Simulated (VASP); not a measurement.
Y, 2 atoms in the cell. It takes space group P6_3/mmc (No. 194, hexagonal). Conventional cell: a = 3.522 Å, b = 3.522 Å, c = 5.551 Å, α = 90.00°, β = 90.00°, γ = 120.00°. Within 4.5 Å of Y (site symmetry -6m2) lie 12 Y at 3.44 to 3.52 Å. 

| Item | Value |
| --- | --- |
| Program | VASP 6.6.1 |
| Task | single point |
| Functional | LDA |
| Potentials or basis | VASP PAW LDA potentials, release 64 (Y_sv) |
| Cutoff | 520 eV |
| k mesh | 8 × 8 × 5 |
| Occupations | methfessel-paxton, width 0.1 eV |
| Spin | no spin polarisation |
| Dipole correction | no |
| Further INCAR settings | ALGO = Normal; EDIFF = 1e-06; NBANDS = 18 |

Potentials or basis: VASP PAW LDA potentials, release 64 (Y_sv).

Run with:

```bash
$ cat potpaw_LDA.64/Y_sv/POTCAR > POTCAR
$ mpirun -np 1 vasp_std > vasp.out
```

Hardware: 1 thread of Intel Xeon 8259CL, with other jobs on the host.

Q: Estimate the wall time of this run.

A: Wall time 52 s on 1 thread of Intel Xeon 8259CL, with other jobs on the host, peak memory 0.17 GiB. Counts: scf iterations 12, k points 30.
